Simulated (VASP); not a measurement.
# ReP2 (P-4m2) in VASP: density of states with PBE

Aim: the density of states of ReP2 with PBE.

All numbers are computed with VASP 6.6.1; they aren't measurements. Logs are shortened: lines on timing, memory, paths and dates and some standing lists are left out, and cuts for length are marked.

**1. The cell of the first run**

Symmetry: P-4m2, No. 115, tetragonal system. Conventional cell: a = 3.065 Å, b = 3.065 Å, c = 5.477 Å, α = 90.00°, β = 90.00°, γ = 90.00°. Within 3.0 Å of Re (site symmetry -4m2) lie 4 P at 2.30 Å. Within 3.0 Å of P (site symmetry 2mm) lie 2 Re at 2.30 Å and 4 P at 2.98 Å.

**2. Density of states, PBE**

POSCAR

```
ReP2
1.0
    3.0648105658      0.0000000000      0.0000000000
    0.0000000000      3.0648105658      0.0000000000
    0.0000000000      0.0000000000      5.4769166691
Re P
1 2
Direct
    0.0000000000      0.0000000000      0.0000000000
    0.5000000000      0.0000000000      0.3136019040
    0.0000000000      0.5000000000      0.6863980960
```

INCAR.step1

```
PREC = Accurate
ENCUT = 520
EDIFF = 1E-6
ISMEAR = 0
SIGMA = 0.1
LREAL = False
LASPH = True
NELM = 100
ALGO = Normal
ISIF = 2
LWAVE = False
LCHARG = True
LMAXMIX = 4
GGA = PE
NBANDS = 16
```

KPOINTS.step1

```
regular mesh
0
Gamma
  14 14 8
```

INCAR.step2

```
PREC = Accurate
ENCUT = 520
EDIFF = 1E-6
ISMEAR = -5
SIGMA = 0.1
LREAL = False
LASPH = True
NELM = 100
ALGO = Normal
ISIF = 2
LWAVE = False
LCHARG = False
LMAXMIX = 4
GGA = PE
LORBIT = 11
NBANDS = 16
NEDOS = 1001
ICHARG = 11
```

KPOINTS.step2

```
regular mesh
0
Gamma
  21 21 12
```

Potentials or basis: VASP PAW PBE potentials, release 64 (Re, P).

On the command line:

```sh
> cat potpaw_PBE.64/Re/POTCAR potpaw_PBE.64/P/POTCAR > POTCAR
> cp INCAR.step1 INCAR
> cp KPOINTS.step1 KPOINTS
> mpirun -np 1 vasp_std > vasp.out
> cp INCAR.step2 INCAR
> cp KPOINTS.step2 KPOINTS
> mpirun -np 1 vasp_std > vasp.out
```

OUTCAR:

```text
PREC = Accurate
   ENCUT = 520
   EDIFF = 1E-6
   ISMEAR = -5
   LREAL = False
   LASPH = True
   NELM = 100
   ISIF = 2
   GGA = PE
   LORBIT = 11
   ICHARG = 11

 ion  position               nearest neighbor table
   1  0.000  0.000  0.000-   2 2.30   3 2.30   3 2.30   2 2.30
   2  0.500  0.000  0.314-   1 2.30   1 2.30
   3  0.000  0.500  0.686-   1 2.30   1 2.30

  LATTYP: Found a simple tetragonal cell.
 ALAT       =     3.0648105658
 C/A-ratio  =     1.7870326898

  Lattice vectors:

 A1 = (   3.0648105658,   0.0000000000,   0.0000000000)
 A2 = (   0.0000000000,   3.0648105658,   0.0000000000)
 A3 = (   0.0000000000,   0.0000000000,   5.4769166691)

Analysis of symmetry for initial positions (statically):
=====================================================================
 Subroutine PRICEL returns:
 Original cell was already a primitive cell.

 Routine SETGRP: Setting up the symmetry group for a
 simple tetragonal supercell.

 Subroutine GETGRP returns: Found  8 space group operations
 (whereof  8 operations were pure point group operations)
 out of a pool of 16 trial point group operations.

The static configuration has the point symmetry D_2d.

Analysis of symmetry for dynamics (positions and initial velocities):
=====================================================================
 Subroutine PRICEL returns:
 Original cell was already a primitive cell.

 Routine SETGRP: Setting up the symmetry group for a
 simple tetragonal supercell.

 Subroutine GETGRP returns: Found  8 space group operations
 (whereof  8 operations were pure point group operations)
 out of a pool of 16 trial point group operations.

The dynamic configuration has the point symmetry D_2d.

 Subroutine INISYM returns: Found  8 space group operations
 (whereof  8 operations are pure point group operations),
 and found     1 'primitive' translations

----------------------------------------------------------------------------------------

                                     Primitive cell

  volume of cell :      51.4450

  direct lattice vectors                    reciprocal lattice vectors
     3.064810566  0.000000000  0.000000000     0.326284440  0.000000000  0.000000000
     0.000000000  3.064810566  0.000000000     0.000000000  0.326284440  0.000000000
     0.000000000  0.000000000  5.476916669     0.000000000  0.000000000  0.182584483

  length of vectors
     3.064810566  3.064810566  5.476916669     0.326284440  0.326284440  0.182584483

  position of ions in fractional coordinates (direct lattice)
     0.000000000  0.000000000  0.000000000
     0.500000000  0.000000000  0.313601904
     0.000000000  0.500000000  0.686398096

  ion indices of the primitive-cell ions
   primitive index   ion index
                 1           1
                 2           2
                 3           3

----------------------------------------------------------------------------------------

 KPOINTS: regular mesh

Automatic generation of k-mesh.
 Grid dimensions read from file:
 generate k-points for:   21   21   12

 Generating k-lattice:

  Cartesian coordinates                     Fractional coordinates (reciprocal lattice)
     0.015537354  0.000000000  0.000000000     0.047619048  0.000000000  0.000000000
     0.000000000  0.015537354  0.000000000     0.000000000  0.047619048  0.000000000
     0.000000000  0.000000000  0.015215374     0.000000000  0.000000000  0.083333333

  Length of vectors
     0.015537354  0.015537354  0.015215374

  Shift w.r.t. Gamma in fractional coordinates (k-lattice)
     0.000000000  0.000000000  0.000000000

 TETIRR: Found   7926 inequivalent tetrahedra from    31752

 Subroutine IBZKPT returns following result:
 ===========================================

 Found    462 irreducible k-points:

 Following reciprocal coordinates:
            Coordinates               Weight
  0.000000  0.000000  0.000000      1.000000
  0.047619  0.000000  0.000000      4.000000
  0.095238  0.000000  0.000000      4.000000
  0.142857  0.000000  0.000000      4.000000
  0.190476  0.000000  0.000000      4.000000
  0.238095  0.000000  0.000000      4.000000
[... 16 lines left out ...]
  0.142857  0.095238  0.000000      8.000000
  0.190476  0.095238  0.000000      8.000000
 [... further k-points ...]
   k-points           NKPTS =    462   k-points in BZ     NKDIM =    462   number of bands    NBANDS=     16
   number of dos      NEDOS =   1001   number of ions     NIONS =      3
   total plane-waves  NPLWV =  24192
   dimension x,y,z NGX =    24 NGY =   24 NGZ =   42
   dimension x,y,z NGXF=    48 NGYF=   48 NGZF=   84
   ions per type =               1   2
   NGX,Y,Z   is equivalent  to a cutoff of  13.02, 13.02, 12.75 a.u.
   NGXF,Y,Z  is equivalent  to a cutoff of  26.04, 26.04, 25.50 a.u.
 SYSTEM =  unknown system
   PREC   = accura    normal or accurate (medium, high low for compatibility)
   ISTART =      0    job   : 0-new  1-cont  2-samecut
   ICHARG =     11    charge: 1-file 2-atom 10-const
   ISPIN  =      1    spin polarized calculation?
   LNONCOLLINEAR =      F non collinear calculations
   LSORBIT =      F    spin-orbit coupling
   LASPH  =      T    aspherical Exc in radial PAW
   ENCUT  =  520.0 eV  38.22 Ry    6.18 a.u.   5.70  5.70 10.18*2*pi/ulx,y,z
   NELM   =    100;   NELMIN=  2; NELMDL=  0     # of ELM steps
   EDIFF  = 0.1E-05   stopping-criterion for ELM
   LREAL  =      F    real-space projection
   EDIFFG = 0.1E-04   stopping-criterion for IOM
   NSW    =      0    number of steps for IOM
   IBRION =     -1    ionic relax: 0-MD 1-quasi-New 2-CG
   NFREE  =      0    steps in history (QN), initial steepest desc. (CG)
   ISIF   =      2    stress and relaxation
   ISYM   =      2    0-nonsym 1-usesym 2-fastsym
   POTIM  = 0.5000    time-step for ionic-motion
   TEBEG  =    0.0;   TEEND  =   0.0 temperature during run
   PSTRESS=    0.0 pullay stress
   NELECT =      17.0000    total number of electrons
   NUPDOWN=      -1.0000    fix difference up-down
   EMIN   =  10.00;   EMAX   =-10.00  energy-range for DOS
   EFERMI =   0.00;   METHOD = LEGACY
   ISMEAR =    -5;   SIGMA  =   0.10  broadening in eV -4-tet -1-fermi 0-gaus
   EFERMI_NEDOS =   21; number of points for ismear=-14 and -15
   IALGO  =     38    algorithm
   IMIX   =      4    mixing-type and parameters
     AMIX     =   0.40;   BMIX     =  1.00
     AMIX_MAG =   1.60;   BMIX_MAG =  1.00
  volume/ion in A,a.u.               =      17.15       115.72
  Fermi-wavevector in a.u.,A,eV,Ry     =   1.131818  2.138826 17.429232  1.281012
  Thomas-Fermi vector in A             =   2.268518
   LORBIT       =     11    0 simple, 1 ext, 2 COOP (PROOUT), +10 PAW based schemes
   GGA     = PE    functional components
   LHFCALC =     F    Hartree Fock is set to
   AEXX    =    0.0000 exact exchange contribution
   IVDW    =     0    specifies the selected vdW correction
   LEPSILON=     F    determine dielectric tensor
   LRPA    =     F    only Hartree local field effects (RPA)
 non-spin polarized calculation
 Fermi weights with tetrahedron method with Bloechl corrections
  energy-cutoff  :      520.00
  volume of cell :       51.45
 maximum number of plane-waves:      1402
 NGX is ok and might be reduce to    24

 number of electron      16.9999999 magnetization

 Free energy of the ion-electron system (eV)
  ---------------------------------------------------
  ext. energy  EPLUGINS =         0.00000000
  ---------------------------------------------------
  free energy    TOTEN  =       -21.90108949 eV

  energy without entropy =      -21.90108949  energy(sigma->0) =      -21.90108949

 E-fermi :   6.7119     XC(G=0): -11.2580

 val. band max:        6.7241296628   @ k =   0.1905   0.0952   0.3333
 cond. band min:       6.6502969649   @ k =   0.3333   0.3333   0.1667
 fundamental gap:     -0.0738326979
 Fermi energy:         6.7118984103

 k-point     1 :       0.0000    0.0000    0.0000
  band No.  band energies     occupation
      1      -6.7325      2.00000
      2      -3.2263      2.00000
      3       0.1196      2.00000
      4       3.1638      2.00000
      5       4.5543      2.00000
      6       4.5543      2.00000
[... 8 lines left out ...]
     15      14.4201      0.00000
     16      14.7446      0.00000

 k-point     2 :       0.0476    0.0000    0.0000
  band No.  band energies     occupation
      1      -6.7004      2.00000
      2      -3.2162      2.00000
      3       0.1597      2.00000
      4       3.1902      2.00000
      5       4.4891      2.00000
      6       4.5651      2.00000
[... 8 lines left out ...]
     15      14.5514      0.00000
     16      14.8853      0.00000

 k-point     3 :       0.0952    0.0000    0.0000
  band No.  band energies     occupation
      1      -6.6046      2.00000
      2      -3.1876      2.00000
      3       0.2766      2.00000
      4       3.2678      2.00000
      5       4.3112      2.00000
      6       4.5968      2.00000
[... 8 lines left out ...]
     15      14.8463      0.00000
     16      15.2515      0.00000

 k-point     4 :       0.1429    0.0000    0.0000
  band No.  band energies     occupation
      1      -6.4468      2.00000
      2      -3.1452      2.00000
      3       0.4598      2.00000
      4       3.3886      2.00000
      5       4.0590      2.00000
      6       4.3034      2.00000
[... 8 lines left out ...]
     15      15.1931      0.00000
     16      15.6676      0.00000

 k-point     5 :       0.1905    0.0000    0.0000
  band No.  band energies     occupation
      1      -6.2299      2.00000
      2      -3.0977      2.00000
      3       0.6902      2.00000
      4       3.4817      2.00000
      5       3.7784      2.00000
      6       3.8483      2.00000
[... 8 lines left out ...]
     15      15.0004      0.00000
     16      15.7355      0.00000

 k-point     6 :       0.2381    0.0000    0.0000
  band No.  band energies     occupation
      1      -5.9579      2.00000
      2      -3.0580      2.00000
      3       0.9371      2.00000
      4       3.0373      2.00000
      5       3.5047      2.00000
      6       3.8599      2.00000
[... 8 lines left out ...]
     15      14.6626      0.00000
     16      16.0401      0.00000
[... 267 lines left out ...]
 k-point    21 :       0.4762    0.0476    0.0000
  band No.  band energies     occupation
      1      -4.0744      2.00000
      2      -3.6349      2.00000
      3       0.7120      2.00000
      4       1.5926      2.00000
      5       3.2308      2.00000
      6       4.8949      2.00000
[... 8 lines left out ...]
     15      15.1662      0.00000
     16      16.4272      0.00000

 k-point    22 :       0.0952    0.0952    0.0000
  band No.  band energies     occupation
      1      -6.4772      2.00000
      2      -3.1463      2.00000
      3       0.4345      2.00000
      4       3.3739      2.00000
      5       4.1671      2.00000
      6       4.5107      2.00000
[... 8 lines left out ...]
     15      15.3953      0.00000
     16      15.5596      0.00000

 k-point    23 :       0.1429    0.0952    0.0000
  band No.  band energies     occupation
      1      -6.3201      2.00000
      2      -3.1006      2.00000
      3       0.6179      2.00000
      4       3.4975      2.00000
      5       3.9488      2.00000
      6       4.2677      2.00000
[... 8 lines left out ...]
     15      15.7419      0.00000
     16      15.8795      0.00000

 k-point    24 :       0.1905    0.0952    0.0000
  band No.  band energies     occupation
      1      -6.1040      2.00000
      2      -3.0484      2.00000
      3       0.8469      2.00000
      4       3.5602      2.00000
      5       3.7090      2.00000
      6       3.8807      2.00000
[... 8 lines left out ...]
     15      15.2717      0.00000
     16      16.2111      0.00000

 [... further k-points ...]
[... 5 lines left out ...]
  --------------------------------------------------------------------------------------
  -------------------------------------------------------------------------------------
  Total        0.1844550      0.1844550      0.2815719      0.0000000     -0.0000000      0.0000000
  in kB        5.7445698      5.7445698      8.7691302      0.0000000     -0.0000000      0.0000000
  external PRESSURE =       6.7527566 kB  Pullay stress =       0.0000000 kB

 VOLUME and BASIS-vectors are now :
 -----------------------------------------------------------------------------
  energy-cutoff  :      520.00
  volume of cell :       51.45
      direct lattice vectors                 reciprocal lattice vectors
     3.064810566  0.000000000  0.000000000     0.326284440  0.000000000  0.000000000
     0.000000000  3.064810566  0.000000000     0.000000000  0.326284440  0.000000000
     0.000000000  0.000000000  5.476916669     0.000000000  0.000000000  0.182584483

 POSITION                                       TOTAL-FORCE (eV/Angst)
 -----------------------------------------------------------------------------------
      0.00000      0.00000      0.00000         0.000000      0.000000      0.000000
      1.53241      0.00000      1.71757        -0.000000     -0.000000      0.119906
      0.00000      1.53241      3.75935         0.000000      0.000000     -0.119906
 -----------------------------------------------------------------------------------
    total drift:                               -0.000000     -0.000000      0.000000

  FREE ENERGIE OF THE ION-ELECTRON SYSTEM (eV)
  ---------------------------------------------------
  free  energy   TOTEN  =       -21.9010894862 eV

  energy  without entropy=      -21.9010894862  energy(sigma->0) =      -21.90108949

 total charge

# of ion       s       p       d       tot
------------------------------------------
    1        0.585   0.554   5.046   6.185
    2        1.103   1.328   0.000   2.431
    3        1.103   1.328   0.000   2.431
--------------------------------------------------
tot          2.792   3.210   5.046  11.048
```

It took 1.9 min on 1 thread of Intel Xeon 6975P-C (Granite Rapids), shared host; peak memory 0.46 GiB.

What came out:

* Valence electrons inside the program's atomic spheres: Re 6.18; P 2.43

Caveat: spin-orbit coupling is left out, which moves the levels of the heavy elements; tetrahedron occupations give inexact forces and stress in metals.
